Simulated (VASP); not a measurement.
Input of a VASP 6.6.1 run:

The input INCAR:

```
SYSTEM = C
  PREC = Accurate
  ENCUT = 600
  EDIFF = 1E-7
  ISMEAR = -1
  SIGMA = 0.08
  LREAL = .FALSE.
  LASPH = .TRUE.
  NELM = 80
  ALGO = Normal
  ISIF = 3
  LWAVE = .FALSE.
  LCHARG = .FALSE.
  GGA = PE
  IBRION = 2
  NSW = 60
  EDIFFG = -0.005
  PSTRESS = 490.0
```

Contents of KPOINTS:

```
regular mesh
0
G
  21 21 21
  0 0 0
```

POSCAR

```
C
1.0
    1.8338342833      0.0000000000      0.0000000000
    0.0000000000      1.8338342833      0.0000000000
    0.0000000000      0.0000000000      1.8338342833
C
1
Direct
    0.0000000000      0.0000000000      0.0000000000
```

Potentials or basis: VASP PAW PBE potentials, release 64 (C).

Run with:

```console
$ cat potpaw_PBE.64/C/POTCAR > POTCAR
$ mpirun -np 1 vasp_std > vasp.out
```

Task: What does it give for the space group after relaxing (to 0.05 Å)?

Result: Pm-3m (No. 221).

Task: Estimate the relaxed volume.

Result: 4.95 Å³/atom.

Task: Predict the relaxed cell.

Result: a = 1.704 Å, b = 1.704 Å, c = 1.704 Å, α = 90.00°, β = 90.00°, γ = 90.00°.

Final structure:
```cif
data_structure
_symmetry_space_group_name_H-M 'P 1'
_symmetry_Int_Tables_number 1
_cell_length_a 1.7038
_cell_length_b 1.7038
_cell_length_c 1.7038
_cell_angle_alpha 90.000
_cell_angle_beta 90.000
_cell_angle_gamma 90.000
_cell_volume 4.95
loop_
_atom_site_label
_atom_site_type_symbol
_atom_site_fract_x
_atom_site_fract_y
_atom_site_fract_z
_atom_site_occupancy
C1 C 0.00000 0.00000 0.00000 1
```

Caveat: the cell is relaxed towards a set pressure, so the enthalpy falls and the energy may rise; the volume moved by over 15 % at a fixed basis, so the end points are rough.
